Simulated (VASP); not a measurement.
Input of a VASP 6.6.1 run:

Contents of INCAR:

```
ALGO = Normal
EDIFF = 1E-6
ENCUT = 600
GGA = PE
GGA_COMPAT = False
ISIF = 2
ISMEAR = 0
LASPH = True
LCHARG = True
LELF = True
LREAL = False
LVHAR = True
LWAVE = False
NBANDS = 11
NELM = 120
PREC = Accurate
SIGMA = 0.02
```

File KPOINTS:

```
k-points
0
Gamma
  10 10 10
```

The input POSCAR:

```
MgO
1.0
    0.0000000000      2.1268410541      2.1268410541
    2.1268410541      0.0000000000      2.1268410541
    2.1268410541      2.1268410541      0.0000000000
Mg O
1 1
Direct
    0.0000000000      0.0000000000      0.0000000000
    0.5000000000      0.5000000000      0.5000000000
```

Potentials or basis: VASP PAW PBE potentials, release 64 (Mg, O).

Command:

```console
$ cat potpaw_PBE.64/Mg/POTCAR potpaw_PBE.64/O/POTCAR > POTCAR
$ mpirun -np 1 vasp_std > vasp.out
```

Task: Predict the band gap on the k mesh.

Result: 4.45 eV.

Task: Predict the pressure.

Result: -1.0 GPa.

Expect the measured gap to be larger: semilocal functionals such as PBE lack the derivative discontinuity.
